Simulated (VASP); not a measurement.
Sn3SbSe: single point with PBE

The system is Sn3SbSe.

```
Sn Sb Se
1.0
     5.01710    0.00000    0.00000
     0.00000    5.01710    0.00000
     0.00000    0.00000    5.01710
Sn Sb Se
3 1 1
Cartesian
  0.0000 2.5085 2.5085
  2.5085 0.0000 2.5085
  2.5085 2.5085 0.0000
  2.5085 2.5085 2.5085
  0.0000 0.0000 0.0000
```

* Program: VASP 6.6.1
* Task: single point
* Functional: PBE
* Potentials or basis: VASP PAW PBE potentials, release 64 (Sn_d, Sb, Se)
* Cutoff: 520 eV
* k mesh: 4 × 4 × 4
* Occupations: gaussian, width 0.1 eV
* Spin: no spin polarisation

```
Pressure : 27.3 GPa
```

Levels at points of the mesh, in eV from the Fermi level:
```tsv
k point	band 24	band 25	band 26	band 27	band 28	band 29
(0.00, 0.00, 0.00)	-2.48	-2.48	-2.48	1.09	1.09	1.09
(0.50, 0.00, 0.00)	-3.09	-1.06	-0.49	0.45	0.81	0.81
(0.50, 0.50, 0.00)	-2.76	-2.39	-0.84	-0.84	1.25	1.25
(0.50, 0.50, 0.50)	0.71	0.71	0.71	1.87	1.87	2.72
```

Run time: 30 s on 1 thread of Intel(R) Xeon(R) Platinum 8488C (Sapphire Rapids), on a shared host, peak memory 0.25 GiB.

Caveat: spin-orbit coupling is left out, which moves the levels of the heavy elements.
